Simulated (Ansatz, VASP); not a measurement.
**One calculation of Te, two programs**

```
Te
1.0
     4.47126    0.00000    0.00000
    -2.23563    3.81530    0.00000
     0.00000    0.00000    5.94875
Te
3
Direct
  0.26482 0.00000 0.33333
  0.00189 0.26859 0.66626
  0.73330 0.73141 0.00040
```

Change from the starting cell: uniaxial_y strain -1.5%.

Alike in both runs: task single point; functional r2SCAN; k mesh 6 × 6 × 4; occupations fermi-dirac, width 0.02 eV; no spin polarisation.

|  | VASP | Ansatz |
| --- | --- | --- |
| version | VASP 6.6.1 | Ansatz 0.2.0 |
| potentials or method | VASP PAW PBE potentials, release 64 (Te) | plane waves, PAW |
| plane-wave cutoff (eV) | 520 | 500 |
| valence electrons in the cell | 18 | 48 |

|  | VASP | Ansatz | Ansatz less VASP |
| --- | --- | --- | --- |
| pressure (GPa) | 1.2 | 1.2 | -0.03 |
| traceless stress, the component that is largest in VASP (GPa) | 0.23 | 0.25 | +0.019 |
| rms of the force components (eV/Å) | 0.003 | 0.014 | +0.0108 |

VASP's potentials were made for PBE, not for r2SCAN. Atom by atom the forces differ by 0.017 eV/Å (rms over components). With one functional, cell and mesh, what is left measures potentials, basis and numerics. VASP's potentials hold 18 valence electrons a cell and Ansatz's 48, so a difference there can come from the potentials and not from the codes.

Spin-orbit coupling is off throughout.
